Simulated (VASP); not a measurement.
Runs of VASP 6.6.1 on SiC. The structure is that of space group R3m (No. 160), or close to it. The cells are those of the table. 

| cell | gap on the mesh (eV) | pressure (GPa) | largest force (eV/Å) |
| --- | --- | --- | --- |
| a = 3.094, b = 3.094, c = 2.937 Å, angles 58.2, 58.2, 60.0°, 2 atoms | 0.91 | 23.2 | 1.54 |
| a = 3.138, b = 3.138, c = 2.979 Å, angles 58.2, 58.2, 60.0°, 2 atoms | (c) | (a) | 1.28 |
| a = 3.263, b = 3.263, c = 3.098 Å, angles 58.2, 58.2, 60.0°, 2 atoms | 1.16 | -12.3 | 0.67 |
| a = 3.303, b = 3.303, c = 3.136 Å, angles 58.2, 58.2, 60.0°, 2 atoms | 1.21 | (b) | 0.51 |
| a = 3.048, b = 3.048, c = 2.894 Å, angles 58.2, 58.2, 60.0°, 2 atoms | 0.83 | 37.3 | 1.83 |

Alike in all rows: task single point; level PBE; potentials or basis VASP PAW PBE potentials, release 64 (Si, C); no spin polarisation; k mesh 12 × 12 × 12; cutoff (eV) 520; smearing gaussian 0.05 eV.

Question: Fill in the values left out.

Answer: (a) 11.5; (b) -17.6; (c) 0.98.

Caveats: forces of over 1 eV/Å act on the atoms, so gaps and moduli don't describe the material at rest (some runs).

A k mesh can miss the band edges.
